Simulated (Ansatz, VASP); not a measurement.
# One calculation of VN2, two programs

```
CELL_PARAMETERS angstrom
-2.15075 2.15075 2.49135
2.15075 -2.15075 2.49135
2.15075 2.15075 -2.49135
ATOMIC_POSITIONS crystal
V 0.25000 0.25000 0.00000
V 0.75000 0.75000 0.00000
N 0.11510 0.61510 0.73020
N 0.61510 0.88490 0.50000
N 0.88490 0.38490 0.26980
N 0.38490 0.11510 0.50000
```

Alike in both runs: task single point; functional PBEsol; k mesh 10 × 10 × 10; occupations gaussian, width 0.1 eV; no spin polarisation.

|  | VASP | Ansatz |
| --- | --- | --- |
| version | VASP 6.6.1 | Ansatz 0.2.0 |
| potentials or method | VASP PAW PBE potentials, release 64 (V_sv, N), cutoff 520 eV | scalar-relativistic, plane waves, PAW |
| valence electrons in the cell | 46 | 46 |

Ansatz gave:

- gap on the k mesh at the Fermi level (eV): none
- pressure (GPa): -11.6
- traceless stress, the component that is largest in VASP (GPa): -0.26
- rms of the force components (eV/Å): 0.219

**Question.** What did VASP give for the same quantities?

**Answer.** gap on the k mesh at the Fermi level (eV): none; pressure (GPa): -10.9; traceless stress, the component that is largest in VASP (GPa): -0.53; rms of the force components (eV/Å): 0.181.

VASP's potentials were made for PBE, not for PBEsol. Atom by atom the forces differ by 0.038 eV/Å (rms over components). A gap of «none» marks a metal or a gap that the smearing closes. With one functional, cell and mesh, what is left measures potentials, basis and numerics.
